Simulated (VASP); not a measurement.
Set up this calculation in VASP 6.6.1, as the native input.

```yaml
Task: single point
Functional: PBE
Potentials_or_basis: VASP PAW PBE potentials, release 64 (Ba_sv)
Cutoff: 520 eV
k_mesh: 12 × 12 × 8
Occupations: gaussian, width 0.1 eV
Spin: no spin polarisation
Dipole_correction: no
Further_INCAR_settings: ALGO = Fast; EDIFF = 1e-07; NBANDS = 17
```

The structure of Ba lies in POSCAR:

```
Ba
1.0
    4.4152955875      0.0000000000      0.0000000000
   -2.2076477938      3.8237581440      0.0000000000
    0.0000000000      0.0000000000      7.2809632002
Ba
2
Direct
    0.3333333333      0.6666666667      0.7500000000
    0.6666666667      0.3333333333      0.2500000000
```

This cell differs from its parent crystal: volume scaled by 0.97, then relaxed in part.

The input as run:

INCAR

```
SYSTEM = Ba
PREC     = Accurate       ! precision mode
ENCUT    = 520            ! plane-wave cutoff, eV
EDIFF    = 1E-7           ! SCF threshold, eV
ISMEAR   = 0              ! smearing method
SIGMA    = 0.1            ! smearing width, eV
LREAL    = .False.        ! projectors in reciprocal space
LASPH    = .True.         ! aspherical terms in the spheres
NELM     = 80             ! most SCF steps
ALGO     = Fast           ! electronic algorithm
ISIF     = 2              ! what is computed and relaxed
LWAVE    = .False.        ! write WAVECAR
LCHARG   = .False.        ! write CHGCAR
GGA      = PE             ! functional
NBANDS   = 17             ! bands
```

KPOINTS

```
regular mesh
0
Gamma
  12 12 8
  0 0 0
```

Potentials or basis: VASP PAW PBE potentials, release 64 (Ba_sv).

Run with:

```sh
$ cat potpaw_PBE.64/Ba_sv/POTCAR > POTCAR
$ mpirun -np 1 vasp_std > vasp.out
```

It gave:

```
Pressure               : 0.3 GPa
Band gap on the k mesh : zero (band 10 reaches 1.90 eV, above the bottom of band 11 at 1.53 eV)
```

Caveat: spin-orbit coupling is left out, which moves the levels of the heavy elements.

It took 82 s on 1 thread of Intel(R) Xeon(R) 6975P-C (Granite Rapids), on a shared host, peak memory 0.35 GiB.
